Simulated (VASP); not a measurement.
# PbO (Pbcm) in VASP: relaxation of shape and atoms at fixed volume with PBE+D3(BJ)

Aim: the relaxation of shape and atoms at fixed volume of PbO with PBE+D3(BJ).

Program: VASP 6.6.1. These are calculated values, not measurements. Logs are shortened: lines on timing, memory, paths and dates and some standing lists are left out, and cuts for length are marked.

## (1) The cell of the first run

It takes space group Pbcm (No. 57, orthorhombic). The conventional cell has a = 5.387 Å, b = 4.983 Å, c = 4.656 Å, α = 90.00°, β = 90.00°, γ = 90.00°. Pb (site symmetry m) has 5 O at 2.20 to 2.85 Å within 2.9 Å. Within 3.0 Å of O (site symmetry m) lie 5 Pb at 2.20 to 2.85 Å and 6 O at 2.92 to 2.98 Å.

## (2) Relaxation of shape and atoms at fixed volume, PBE+D3(BJ) (15.62 Å³/atom)

File INCAR:

```
ALGO = Normal
EDIFF = 1E-7
EDIFFG = -0.01
ENCUT = 600
GGA = PE
GGA_COMPAT = F
IBRION = 2
ISIF = 4
ISMEAR = 0
IVDW = 12
LASPH = T
LCHARG = F
LREAL = F
LWAVE = F
NELM = 120
NELMIN = 4
NSW = 60
PREC = Accurate
SIGMA = 0.05
```

File KPOINTS:

```
k-points
0
Gamma
  4 6 6
```

File POSCAR:

```
PbO
1.0
    5.3865528032      0.0000000000      0.0000000000
    0.0000000000      4.9827849359      0.0000000000
    0.0000000000      0.0000000000      4.6562347669
Pb O
4 4
Direct
    0.2529700205      0.0049422628      0.2500000000
    0.7470299795      0.9950577372      0.7500000000
    0.2529700205      0.4950577372      0.7500000000
    0.7470299795      0.5049422628      0.2500000000
    0.8476761384      0.0661541626      0.2500000000
    0.1523238616      0.9338458374      0.7500000000
    0.8476761384      0.4338458374      0.7500000000
    0.1523238616      0.5661541626      0.2500000000
```

Potentials or basis: VASP PAW PBE potentials, release 64 (Pb_d, O).

Launch:

```bash
$ cat potpaw_PBE.64/Pb_d/POTCAR potpaw_PBE.64/O/POTCAR > POTCAR
$ mpirun -np 1 vasp_std > vasp.out
```

OUTCAR:

```text
EDIFF = 1E-7
   EDIFFG = -0.01
   ENCUT = 600
   GGA = PE
   IBRION = 2
   ISIF = 4
   ISMEAR = 0
   IVDW = 12
   LASPH = T
   LREAL = F
   NELM = 120
   NELMIN = 4
   NSW = 60
   PREC = Accurate
 IVDW          = 12

 ion  position               nearest neighbor table
   1  0.253  0.005  0.250-   5 2.20   8 2.25   6 2.42   6 2.42   8 2.85   3 3.37   3 3.37   3 3.45
                             3 3.45   2 3.54   2 3.54   2 3.58   2 3.58   4 3.65   4 3.65   4 3.69
   2  0.747  0.995  0.750-   6 2.20   7 2.25   5 2.42   5 2.42   7 2.85   4 3.37   4 3.37   4 3.45
                             4 3.45   1 3.54   1 3.54   1 3.58   1 3.58   3 3.65   3 3.65   3 3.69
   3  0.253  0.495  0.750-   7 2.20   6 2.25   8 2.42   8 2.42   6 2.85   1 3.37   1 3.37   1 3.45
                             1 3.45   4 3.54   4 3.54   4 3.58   4 3.58   2 3.65   2 3.65   2 3.69
   4  0.747  0.505  0.250-   8 2.20   5 2.25   7 2.42   7 2.42   5 2.85   2 3.37   2 3.37   2 3.45
                             2 3.45   3 3.54   3 3.54   3 3.58   3 3.58   1 3.65   1 3.65   1 3.69
   5  0.848  0.066  0.250-   1 2.20   4 2.25   2 2.42   2 2.42   4 2.85
   6  0.152  0.934  0.750-   2 2.20   3 2.25   1 2.42   1 2.42   3 2.85
   7  0.848  0.434  0.750-   3 2.20   2 2.25   4 2.42   4 2.42   2 2.85
   8  0.152  0.566  0.250-   4 2.20   1 2.25   3 2.42   3 2.42   1 2.85

  LATTYP: Found a simple orthorhombic cell.
 ALAT       =     4.6562347669
 B/A-ratio  =     1.0701318094
 C/A-ratio  =     1.1568473397

  Lattice vectors:

 A1 = (   0.0000000000,   0.0000000000,  -4.6562347669)
 A2 = (   0.0000000000,   4.9827849359,   0.0000000000)
 A3 = (   5.3865528032,   0.0000000000,   0.0000000000)

Analysis of symmetry for initial positions (statically):
=====================================================================
 Subroutine PRICEL returns:
 Original cell was already a primitive cell.

 Routine SETGRP: Setting up the symmetry group for a
 simple orthorhombic supercell.

 Subroutine GETGRP returns: Found  8 space group operations
 (whereof  2 operations were pure point group operations)
 out of a pool of  8 trial point group operations.

The static configuration has the point symmetry S_2 .
 The point group associated with its full space group is D_2h.

Analysis of symmetry for dynamics (positions and initial velocities):
=====================================================================
 Subroutine PRICEL returns:
 Original cell was already a primitive cell.

 Routine SETGRP: Setting up the symmetry group for a
 simple orthorhombic supercell.

 Subroutine GETGRP returns: Found  8 space group operations
 (whereof  2 operations were pure point group operations)
 out of a pool of  8 trial point group operations.

The dynamic configuration has the point symmetry S_2 .
 The point group associated with its full space group is D_2h.

 Subroutine INISYM returns: Found  8 space group operations
 (whereof  2 operations are pure point group operations),
 and found     1 'primitive' translations

----------------------------------------------------------------------------------------

[... 111 lines left out ...]
   ISYM   =      2    0-nonsym 1-usesym 2-fastsym
   POTIM  = 0.5000    time-step for ionic-motion
   TEBEG  =    0.0;   TEEND  =   0.0 temperature during run
   PSTRESS=    0.0 pullay stress
   NELECT =      80.0000    total number of electrons
   NUPDOWN=      -1.0000    fix difference up-down
   EMIN   =  10.00;   EMAX   =-10.00  energy-range for DOS
   EFERMI =   0.00;   METHOD = LEGACY
   ISMEAR =     0;   SIGMA  =   0.05  broadening in eV -4-tet -1-fermi 0-gaus
   EFERMI_NEDOS =   21; number of points for ismear=-14 and -15
   IALGO  =     38    algorithm
   IMIX   =      4    mixing-type and parameters
     AMIX     =   0.40;   BMIX     =  1.00
     AMIX_MAG =   1.60;   BMIX_MAG =  1.00
  volume/ion in A,a.u.               =      15.62       105.42
  Fermi-wavevector in a.u.,A,eV,Ry     =   1.410908  2.666230 27.084611  1.990663
  Thomas-Fermi vector in A             =   2.532814
   LORBIT       =      0    0 simple, 1 ext, 2 COOP (PROOUT), +10 PAW based schemes
   GGA     = PE    functional components
   LHFCALC =     F    Hartree Fock is set to
   AEXX    =    0.0000 exact exchange contribution
   IVDW    =    12    specifies the selected vdW correction
   LEPSILON=     F    determine dielectric tensor
   LRPA    =     F    only Hartree local field effects (RPA)
 conjugate gradient relaxation of ions
 non-spin polarized calculation
 Gauss-broadening in eV      SIGMA  =   0.05
  energy-cutoff  :      600.00
  volume of cell :      124.97
 maximum number of plane-waves:      4212
 NGX is ok and might be reduce to    48
   NGX = 21   NGY = 19   NGZ = 19

--------------------------------------- Ionic step        1  -------------------------------------------

 number of electron      80.0000007 magnetization

 Free energy of the ion-electron system (eV)
  ---------------------------------------------------
  ext. energy  EPLUGINS =         0.00000000
  ---------------------------------------------------
  free energy    TOTEN  =       -41.36578138 eV

  energy without entropy =      -41.36578138  energy(sigma->0) =      -41.36578138

------------------------ aborting loop because EDIFF is reached ----------------------------------------

 Edisp (eV)   -2.43886

 E8    (eV) :    -1.1144
[... 123 lines left out ...]
  FREE ENERGIE OF THE ION-ELECTRON SYSTEM (eV)
  ---------------------------------------------------
  free  energy   TOTEN  =       -43.8528120263 eV

  energy  without entropy=      -43.8528120263  energy(sigma->0) =      -43.85281203

[... ionic steps 4 to 21 ...]

--------------------------------------- Ionic step       22  -------------------------------------------

 number of electron      80.0000019 magnetization

------------------------ aborting loop because EDIFF is reached ----------------------------------------
[... 87 lines left out ...]
--------------------------------------- Ionic step       24  -------------------------------------------

 number of electron      80.0000013 magnetization

 Free energy of the ion-electron system (eV)
  ---------------------------------------------------
  ext. energy  EPLUGINS =         0.00000000
  ---------------------------------------------------
  free energy    TOTEN  =       -41.42393593 eV

  energy without entropy =      -41.42393593  energy(sigma->0) =      -41.42393593

 E-fermi :   7.4914     XC(G=0): -11.3327

 val. band max:        7.2583244283   @ k =   0.5000   0.3333   0.3333
 cond. band min:       8.8623546445   @ k =   0.5000   0.3333   0.3333
 fundamental gap:      1.6040302162
 Fermi energy:         7.4913985325

 k-point     1 :       0.0000    0.0000    0.0000
  band No.  band energies     occupation
      1     -10.9804      2.00000
      2     -10.6167      2.00000
      3     -10.5894      2.00000
      4     -10.5708      2.00000
      5      -8.6014      2.00000
      6      -8.5030      2.00000
[... 1213 lines left out ...]
     47      14.2142      0.00000
     48      14.2142      0.00000

 [... further k-points ...]

------------------------ aborting loop because EDIFF is reached ----------------------------------------

 Edisp (eV)   -2.43914

 E8    (eV) :    -1.1145
[... 31 lines left out ...]
  FREE ENERGIE OF THE ION-ELECTRON SYSTEM (eV)
  ---------------------------------------------------
  free  energy   TOTEN  =       -43.8630731255 eV

  energy  without entropy=      -43.8630731255  energy(sigma->0) =      -43.86307313

 reached required accuracy - stopping structural energy minimisation
```

CONTCAR:

```text
PbO
   1.00000000000000
     5.4096162616831540    0.0000000000000000    0.0000000000000000
     0.0000000000000000    4.9038384271842617    0.0000000000000001
     0.0000000000000000    0.0000000000000001    4.7110240585864185
  Pb              O
     4     4
Direct
     0.2583589674880420    0.0078031973447515    0.2500000000000000
     0.7416410325119582    0.9921968026552487    0.7500000000000000
     0.2583589674880420    0.4921968026552485    0.7500000000000000
     0.7416410325119582    0.5078031973447513    0.2500000000000000
     0.8475438250845372    0.0527968266674060    0.2500000000000000
     0.1524561749154628    0.9472031733325941    0.7500000000000000
     0.8475438250845372    0.4472031733325939    0.7500000000000000
     0.1524561749154628    0.5527968266674059    0.2500000000000000

  0.00000000E+00  0.00000000E+00  0.00000000E+00
  0.00000000E+00  0.00000000E+00  0.00000000E+00
  0.00000000E+00  0.00000000E+00  0.00000000E+00
  0.00000000E+00  0.00000000E+00  0.00000000E+00
  0.00000000E+00  0.00000000E+00  0.00000000E+00
  0.00000000E+00  0.00000000E+00  0.00000000E+00
  0.00000000E+00  0.00000000E+00  0.00000000E+00
  0.00000000E+00  0.00000000E+00  0.00000000E+00
```

It took 64 min on 1 thread of AMD EPYC 7R13 (Zen 3), shared host; peak memory 0.42 GiB.

Results:

```
Free energy                  : -43.8631 eV
Energy gained by relaxing    : 7.3 meV/atom
Ionic steps                  : 24
Pressure after relaxing      : 12.4 GPa
Largest force after relaxing : 0.007 eV/Å
Band gap on the k mesh       : 1.60 eV
Dispersion energy per atom   : -0.305 eV
```

Forces in eV/Å, atoms in the order of the input:
```
Pb   0.003 -0.001  0.000
Pb  -0.003  0.001  0.000
Pb   0.003  0.001  0.000
Pb  -0.003 -0.001  0.000
O   -0.003 -0.007  0.000
O    0.003  0.007  0.000
O   -0.003  0.007  0.000
O    0.003 -0.007  0.000
```

The path:
```tsv
step	energy change (eV)	largest force (eV/Å)	pressure (GPa)	volume (Å³)
1	0.0000	0.6973	15.16	124.97
2	-0.0482	0.0814	12.79	124.97
3	-0.0482	0.0819	12.80	124.97
4	-0.0523	0.0439	12.60	124.97
5	-0.0523	0.0463	12.59	124.97
6	-0.0532	0.0473	12.57	124.97
7	-0.0537	0.0614	12.55	124.97
8	-0.0543	0.0532	12.54	124.97
9	-0.0552	0.0381	12.51	124.97
10	-0.0552	0.0400	12.50	124.97
11	-0.0558	0.0347	12.49	124.97
12	-0.0566	0.0231	12.45	124.97
13	-0.0572	0.0155	12.45	124.97
14	-0.0573	0.0208	12.46	124.97
15	-0.0573	0.0321	12.47	124.97
16	-0.0573	0.0274	12.47	124.97
17	-0.0575	0.0221	12.49	124.97
18	-0.0577	0.0284	12.53	124.97
19	-0.0579	0.0235	12.50	124.97
20	-0.0582	0.0191	12.42	124.97
21	-0.0582	0.0192	12.40	124.97
22	-0.0583	0.0128	12.39	124.97
23	-0.0583	0.0091	12.38	124.97
24	-0.0584	0.0074	12.40	124.97
```

Final structure:
```
Pb O
1.0
     5.40962    0.00000    0.00000
     0.00000    4.90384    0.00000
     0.00000    0.00000    4.71102
Pb O
4 4
Direct
  0.25836 0.00780 0.25000
  0.74164 0.99220 0.75000
  0.25836 0.49220 0.75000
  0.74164 0.50780 0.25000
  0.84754 0.05280 0.25000
  0.15246 0.94720 0.75000
  0.84754 0.44720 0.75000
  0.15246 0.55280 0.25000
```

Levels at points of the mesh, in eV from the valence-band top:
```tsv
k point	band 36	band 37	band 38	band 39	band 40	band 41	band 42	band 43	band 44	band 45
(0.00, 0.00, 0.00)	-2.34	-2.23	-1.66	-1.38	-0.18	3.63	3.72	4.38	6.00	6.42
(0.50, 0.00, 0.00)	-1.91	-1.79	-0.56	-0.49	-0.31	2.83	3.11	3.11	5.16	5.67
(0.00, 0.50, 0.00)	-1.88	-0.91	-0.91	-0.08	-0.08	4.52	4.52	4.63	4.63	5.43
(0.50, 0.50, 0.00)	-1.65	-0.67	-0.67	-0.26	-0.26	3.56	3.56	3.92	3.92	3.98
(0.00, 0.00, 0.50)	-1.80	-0.80	-0.80	-0.14	-0.14	4.33	4.33	5.25	5.25	5.60
(0.50, 0.00, 0.50)	-1.28	-0.58	-0.58	-0.44	-0.44	3.50	3.50	3.61	3.61	4.73
(0.00, 0.50, 0.50)	-1.53	-0.37	-0.37	-0.37	-0.37	3.34	3.34	3.34	3.34	6.88
(0.50, 0.50, 0.50)	-1.49	-0.74	-0.74	-0.74	-0.74	2.68	2.68	2.68	2.68	7.34
```

Caveat: spin-orbit coupling is left out, which moves the levels of the heavy elements. Expect the measured gap to be larger: semilocal functionals such as PBE lack the derivative discontinuity.
